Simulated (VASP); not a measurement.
# TiAl (Cm) in VASP: notebook

The runs below take TiAl through single point, with PBEsol.

All numbers are computed with VASP 6.6.1; they aren't measurements. Logs are shortened: lines on timing, memory, paths and dates and some standing lists are left out, and cuts for length are marked.

## Step 1: The cell of the first run

The structure is monoclinic, space group Cm (No. 8). The conventional cell has a = 4.463 Å, b = 4.463 Å, c = 9.534 Å, α = 90.00°, β = 96.72°, γ = 90.00°. Within 3.6 Å of Ti (site symmetry m) lie 8 Al at 2.73 Å and 6 Ti at 3.16 to 3.35 Å. Ti (site symmetry m) has 1 Al at 1.93 Å within 2.6 Å. Ti (site symmetry m) has 8 Al at 2.73 Å and 6 Ti at 3.16 Å within 3.6 Å. Al (site symmetry m) has 1 Ti at 1.93 Å within 2.6 Å. Al (site symmetry m) has 8 Ti at 2.73 Å and 6 Al at 3.16 to 3.35 Å within 3.6 Å. Al (site symmetry m) has 8 Ti at 2.73 Å and 6 Al at 3.16 Å within 3.6 Å.

## Step 2: Single point, PBEsol (the part above a cut slid along it)

Input file INCAR:

```
SYSTEM = TiAl
  ALGO = Fast
  EDIFF = 1E-7
  ENCUT = 520
  GGA = PS
  ISIF = 2
  ISMEAR = 0
  LASPH = .True.
  LCHARG = .False.
  LREAL = .False.
  LWAVE = .False.
  NBANDS = 32
  NELM = 60
  PREC = Accurate
  SIGMA = 0.15
```

Input file KPOINTS:

```
k-points
0
Gamma
  14 14 5
  0 0 0
```

Input file POSCAR:

```
TiAl
1.0
    0.0000000000     -3.1560751060      0.0000000000
    0.0000000000      0.0000000000     -3.1560751060
    9.4682253181     -0.7890187765     -0.7890187765
Ti Al
3 3
Direct
   -0.1875000000     -0.1875000000      0.7500000000
   -0.0208333333     -0.0208333333      0.0833333333
   -0.1041666667     -0.1041666667      0.4166666667
    0.2708333333      0.2708333333      0.9166666667
    0.4375000000      0.4375000000      0.2500000000
    0.3541666667      0.3541666667      0.5833333333
```

Potentials or basis: VASP PAW PBE potentials, release 64 (Ti_sv, Al).

The run is started by

```console
$ cat potpaw_PBE.64/Ti_sv/POTCAR potpaw_PBE.64/Al/POTCAR > POTCAR
$ mpirun -np 1 vasp_std > vasp.out
```

OUTCAR:

```text
SYSTEM = TiAl
   EDIFF = 1E-7
   ENCUT = 520
   GGA = PS
   ISIF = 2
   ISMEAR = 0
   LASPH = .True.
   LREAL = .False.
   NELM = 60
   PREC = Accurate

 ion  position               nearest neighbor table
   1  0.812  0.812  0.750-   4 2.73   6 2.73   6 2.73   6 2.73   4 2.73   4 2.73   6 2.73   4 2.73

   2  0.979  0.979  0.083-   4 1.93   5 2.73   5 2.73   5 2.73   5 2.73   4 2.95   4 2.95
   3  0.896  0.896  0.417-   6 2.73   6 2.73   6 2.73   6 2.73   5 2.73   5 2.73   5 2.73   5 2.73

   4  0.271  0.271  0.917-   2 1.93   1 2.73   1 2.73   1 2.73   1 2.73   2 2.95   2 2.95   6 3.16
                             5 3.35
   5  0.438  0.438  0.250-   2 2.73   3 2.73   2 2.73   2 2.73   3 2.73   3 2.73   2 2.73   3 2.73
                             6 3.16   4 3.35
   6  0.354  0.354  0.583-   3 2.73   3 2.73   3 2.73   3 2.73   1 2.73   1 2.73   1 2.73   1 2.73
                             5 3.16   4 3.16

  LATTYP: Found a base centered monoclinic cell.
 ALAT       =     4.4633642188
 B/A-ratio  =     1.0000000000
 C/A-ratio  =     2.1360009364
 COS(beta)  =    -0.1170411472

  Lattice vectors:

 A1 = (   0.0000000000,   3.1560751060,   0.0000000000)
 A2 = (   0.0000000000,   0.0000000000,   3.1560751060)
 A3 = (   9.4682253181,  -0.7890187765,  -0.7890187765)

Analysis of symmetry for initial positions (statically):
=====================================================================
 Subroutine PRICEL returns:
 Original cell was already a primitive cell.

 Routine SETGRP: Setting up the symmetry group for a
 base centered monoclinic supercell.

 Subroutine GETGRP returns: Found  2 space group operations
 (whereof  2 operations were pure point group operations)
 out of a pool of  4 trial point group operations.

The static configuration has the point symmetry C_1h.

Analysis of symmetry for dynamics (positions and initial velocities):
=====================================================================
 Subroutine PRICEL returns:
 Original cell was already a primitive cell.

 Routine SETGRP: Setting up the symmetry group for a
 base centered monoclinic supercell.

 Subroutine GETGRP returns: Found  2 space group operations
 (whereof  2 operations were pure point group operations)
 out of a pool of  4 trial point group operations.

The dynamic configuration has the point symmetry C_1h.

[... 105 lines left out ...]
   NELM   =     60;   NELMIN=  2; NELMDL= -5     # of ELM steps
   EDIFF  = 0.1E-06   stopping-criterion for ELM
   LREAL  =      F    real-space projection
   EDIFFG = 0.1E-05   stopping-criterion for IOM
   NSW    =      0    number of steps for IOM
   IBRION =     -1    ionic relax: 0-MD 1-quasi-New 2-CG
   NFREE  =      0    steps in history (QN), initial steepest desc. (CG)
   ISIF   =      2    stress and relaxation
   ISYM   =      2    0-nonsym 1-usesym 2-fastsym
   POTIM  = 0.5000    time-step for ionic-motion
   TEBEG  =    0.0;   TEEND  =   0.0 temperature during run
   PSTRESS=    0.0 pullay stress
   NELECT =      45.0000    total number of electrons
   NUPDOWN=      -1.0000    fix difference up-down
   EMIN   =  10.00;   EMAX   =-10.00  energy-range for DOS
   EFERMI =   0.00;   METHOD = LEGACY
   ISMEAR =     0;   SIGMA  =   0.15  broadening in eV -4-tet -1-fermi 0-gaus
   EFERMI_NEDOS =   21; number of points for ismear=-14 and -15
   IALGO  =     68    algorithm
   IMIX   =      4    mixing-type and parameters
     AMIX     =   0.40;   BMIX     =  1.00
     AMIX_MAG =   1.60;   BMIX_MAG =  1.00
  volume/ion in A,a.u.               =      15.72       106.07
  Fermi-wavevector in a.u.,A,eV,Ry     =   1.279257  2.417446 22.265926  1.636499
  Thomas-Fermi vector in A             =   2.411753
   LORBIT       =      0    0 simple, 1 ext, 2 COOP (PROOUT), +10 PAW based schemes
   GGA     = PS    functional components
   LHFCALC =     F    Hartree Fock is set to
   AEXX    =    0.0000 exact exchange contribution
   IVDW    =     0    specifies the selected vdW correction
   LEPSILON=     F    determine dielectric tensor
   LRPA    =     F    only Hartree local field effects (RPA)
 non-spin polarized calculation
 RMM-DIIS sequential band-by-band and
 Gauss-broadening in eV      SIGMA  =   0.15
  energy-cutoff  :      520.00
  volume of cell :       94.31
 maximum number of plane-waves:      2578
   NGX = 11   NGY = 11   NGZ = 35

 number of electron      44.9999981 magnetization

 Free energy of the ion-electron system (eV)
  ---------------------------------------------------
  ext. energy  EPLUGINS =         0.00000000
  ---------------------------------------------------
  free energy    TOTEN  =       -35.83955600 eV

  energy without entropy =      -35.77664399  energy(sigma->0) =      -35.80809999

 E-fermi :   8.6986     XC(G=0): -11.2512

 val. band max:        8.6975679854   @ k =  -0.2857   0.0000   0.2000
 cond. band min:       8.6995685708   @ k =  -0.0714  -0.2143   0.2000
 fundamental gap:      0.0020005854
 Fermi energy:         8.6985593257

 k-point     1 :       0.0000    0.0000    0.0000
  band No.  band energies     occupation
      1     -47.9471      2.00000
      2     -47.8888      2.00000
      3     -47.5490      2.00000
      4     -24.4059      2.00000
      5     -24.2899      2.00000
      6     -24.2457      2.00000
[... 829 lines left out ...]
     31      11.7675      0.00000
     32      12.1216      0.00000

 [... further k-points ...]

------------------------ aborting loop because EDIFF is reached ----------------------------------------

  FORCE on cell =-STRESS in cart. coord.  units (eV):
  Direction    XX          YY          ZZ          XY          YZ          ZX
  --------------------------------------------------------------------------------------
  -------------------------------------------------------------------------------------
  Total       11.2072837      1.8560982      1.8560982      7.7734422      4.8897646      7.7734424
  in kB      190.3915655     31.5317655     31.5317655    132.0567819     83.0682944    132.0567857
  external PRESSURE =      84.4850322 kB  Pullay stress =       0.0000000 kB

 VOLUME and BASIS-vectors are now :
 -----------------------------------------------------------------------------
  energy-cutoff  :      520.00
  volume of cell :       94.31
      direct lattice vectors                 reciprocal lattice vectors
     0.000000000 -3.156075106  0.000000000    -0.026404103 -0.316849240  0.000000000
     0.000000000  0.000000000 -3.156075106    -0.026404103  0.000000000 -0.316849240
     9.468225318 -0.789018776 -0.789018776     0.105616413  0.000000000  0.000000000

 POSITION                                       TOTAL-FORCE (eV/Angst)
 -----------------------------------------------------------------------------------
      7.10117     -3.15608     -3.15608         0.596271     -0.148914     -0.148914
      0.78902     -3.15608     -3.15608         6.846637      4.712100      4.712100
      3.94509     -3.15608     -3.15608         0.048492      0.050296      0.050296
      8.67921     -1.57804     -1.57804        -7.451823     -4.598836     -4.598836
      2.36706     -1.57804     -1.57804        -0.022221     -0.030479     -0.030479
      5.52313     -1.57804     -1.57804        -0.017355      0.015834      0.015834
 -----------------------------------------------------------------------------------
    total drift:                               -0.000079     -0.000085     -0.000085

  FREE ENERGIE OF THE ION-ELECTRON SYSTEM (eV)
  ---------------------------------------------------
  free  energy   TOTEN  =       -35.8395559959 eV

  energy  without entropy=      -35.7766439933  energy(sigma->0) =      -35.80809999
```

stdout:

```text
POSCAR found type information on POSCAR TiAl
[... 70 lines left out ...]
 num prob  num prob  num prob  num prob  num prob  num prob  num prob  num prob  num prob  num prob  num prob  num prob  num prob  num prob  num prob  num prob  num prob  num prob  num prob  num prob  num prob  num prob  num prob  num prob  num prob  num prob  num prob  num prob  num prob  num prob  num prob  num prob  num prob  num prob  num prob  num prob  num prob  num prob WARNING in EDDRMM: call to ZHEGV failed, returncode =   8  4      9
 num prob  num prob  num prob  num prob  num prob  num prob  num prob  num prob  num prob  num prob  num prob  num prob  num prob  num prob  num prob  num prob  num prob  num prob  num prob  num prob  num prob  num prob  num prob  num prob  num prob  num prob  num prob  num prob  num prob WARNING in EDDRMM: call to ZHEGV failed, returncode =   8  4
```

It took 37 min on 1 thread of Intel Xeon Platinum 8259CL at 2.50GHz (Skylake/Cascade Lake), shared host; peak memory 0.68 GiB.

What came out:

| Property | Result |
| --- | --- |
| Free energy | -35.8396 eV |
| Pressure | 8.4 GPa |
| Largest force | 9.891 eV/Å |
| Band gap on the k mesh | zero (an odd number of electrons rules out a gap without spin polarisation) |

Forces on the atoms (eV/Å):
```
Ti   0.596 -0.149 -0.149
Ti   6.847  4.712  4.712
Ti   0.048  0.050  0.050
Al  -7.452 -4.599 -4.599
Al  -0.022 -0.030 -0.030
Al  -0.017  0.016  0.016
```

Caveat: the cell differs from its parent crystal (the part above a cut slid along it); the stress differs along the axes, from 3 to 19 GPa; the PAW data sets were made with another functional, which shifts forces and pressure a little.

## Step 3: Single point, PBEsol (the part above a cut slid along it)

Input file INCAR:

```
SYSTEM = TiAl
PREC     = Accurate       ! precision mode
ENCUT    = 520            ! plane-wave cutoff, eV
EDIFF    = 1E-6           ! SCF threshold, eV
ISMEAR   = 0              ! smearing method
SIGMA    = 0.15           ! smearing width, eV
LREAL    = .FALSE.        ! projectors in reciprocal space
LASPH    = .TRUE.         ! aspherical terms in the spheres
NELM     = 60             ! most SCF steps
ALGO     = Fast           ! electronic algorithm
ISIF     = 2              ! what is computed and relaxed
LWAVE    = .FALSE.        ! write WAVECAR
LCHARG   = .FALSE.        ! write CHGCAR
GGA      = PS             ! functional
NBANDS   = 32             ! bands
```

Input file KPOINTS:

```
Automatic mesh
0
G
  14 14 5
  0 0 0
```

Input file POSCAR:

```
TiAl
1.0
    0.0000000000     -3.1560751060      0.0000000000
    0.0000000000      0.0000000000     -3.1560751060
    9.4682253181     -0.2630062588     -0.2630062588
Ti Al
3 3
Direct
   -0.0625000000     -0.0625000000      0.7500000000
   -0.0069444444     -0.0069444444      0.0833333333
   -0.0347222222     -0.0347222222      0.4166666667
    0.4236111111      0.4236111111      0.9166666667
    0.4791666667      0.4791666667      0.2500000000
    0.4513888889      0.4513888889      0.5833333333
```

Potentials or basis: VASP PAW PBE potentials, release 64 (Ti_sv, Al).

The run is started by

```console
$ cat potpaw_PBE.64/Ti_sv/POTCAR potpaw_PBE.64/Al/POTCAR > POTCAR
$ mpirun -np 1 vasp_std > vasp.out
```

It took 29 min on 1 thread of Intel Xeon Platinum 8259CL at 2.50GHz (Skylake/Cascade Lake), shared host; peak memory 0.67 GiB.

Results (log left out):

```
Free energy            : -38.6972 eV
Pressure               : 1.1 GPa
Largest force          : 1.541 eV/Å
Band gap on the k mesh : zero (an odd number of electrons rules out a gap without spin polarisation)
```

Forces on the atoms (eV/Å):
```
Ti   0.102 -0.016 -0.016
Ti   0.420  1.036  1.036
Ti   0.037 -0.019 -0.019
Al  -0.554 -1.017 -1.017
Al   0.006 -0.007 -0.007
Al  -0.011  0.022  0.022
```

Stress tensor (GPa, compression positive):
```
1.54 2.50 2.50
2.50 0.85 1.48
2.50 1.48 0.85
```

Levels at points of the mesh, in eV from the Fermi level:
| k point | band 19 | band 20 | band 21 | band 22 | band 23 | band 24 | band 25 | band 26 |
| --- | --- | --- | --- | --- | --- | --- | --- | --- |
| (0.00, 0.00, 0.00) | -1.46 | -0.87 | -0.82 | 0.42 | 0.45 | 0.47 | 0.56 | 1.74 |
| (0.50, 0.00, 0.00) | -1.53 | -1.49 | -0.55 | -0.53 | -0.49 | 0.07 | 0.26 | 0.55 |
| (0.50, 0.50, 0.00) | -2.87 | -2.06 | -2.04 | -1.45 | 0.42 | 0.72 | 0.83 | 0.94 |

Caveat: the cell differs from its parent crystal (the part above a cut slid along it); the PAW data sets were made with another functional, which shifts forces and pressure a little.
